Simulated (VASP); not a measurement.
A run of VASP 6.6.1 is set up as follows.

The input INCAR:

```
SYSTEM = Hf2ZrC3
PREC = Accurate
ENCUT = 520
EDIFF = 1E-6
ISMEAR = 0
SIGMA = 0.2
LREAL = .False.
LASPH = .True.
NELM = 60
ALGO = Normal
ISIF = 2
LWAVE = .False.
LCHARG = .False.
GGA = PE
NBANDS = 56
```

The input KPOINTS:

```
Automatic mesh
0
Gamma
  4 4 3
  0 0 0
```

Contents of POSCAR:

```
Hf2ZrC3
1.0
    2.8621675146     -4.9573236247     -0.0013645038
    2.8621675146      4.9573236247     -0.0013645038
   -1.9105696508      0.0000000000      5.3839883768
Zr Hf C
2 4 6
Direct
    0.8334499678      0.1665500322      0.0000000000
    0.1665500322      0.8334499678      0.0000000000
    0.5000000000      0.5000000000      0.0000000000
    0.0000000000      0.0000000000      0.5000000000
    0.3330846014      0.6669153986      0.5000000000
    0.6669153986      0.3330846014      0.5000000000
    0.2524364849      0.2524364849      0.2521313985
    0.7475635151      0.7475635151      0.7478686015
    0.4159263429      0.0842910616      0.7477915805
    0.9157089384      0.5840736571      0.2522084195
    0.5840736571      0.9157089384      0.2522084195
    0.0842910616      0.4159263429      0.7477915805
```

Potentials or basis: VASP PAW PBE potentials, release 64 (Zr_sv, Hf_pv, C).

The run is started by

```bash
$ cat potpaw_PBE.64/Zr_sv/POTCAR potpaw_PBE.64/Hf_pv/POTCAR potpaw_PBE.64/C/POTCAR > POTCAR
$ mpirun -np 1 vasp_std > vasp.out
```

Problem. Estimate the pressure.

Solution. -0.4 GPa.

Problem. Estimate the largest force.

Solution. 0.025 eV/Å.

Problem. Predict the band gap on the k mesh.

Solution. Zero (bands 44 and 45 overlap by 1.14 eV).

Forces on the atoms (eV/Å):
```
Zr   0.000  0.003  0.000
Zr   0.000 -0.003  0.000
Hf   0.000  0.000  0.000
Hf   0.000  0.000  0.000
Hf   0.000 -0.022  0.000
Hf   0.000  0.022  0.000
C    0.012  0.000  0.015
C   -0.012  0.000 -0.015
C    0.007  0.011 -0.022
C   -0.007  0.011  0.022
C   -0.007 -0.011  0.022
C    0.007 -0.011 -0.022
```

Caveat: the k points lie up to 0.39 Å⁻¹ apart, too coarse for converged energies and pressures of a metal; spin-orbit coupling is left out, which moves the levels of the heavy elements.
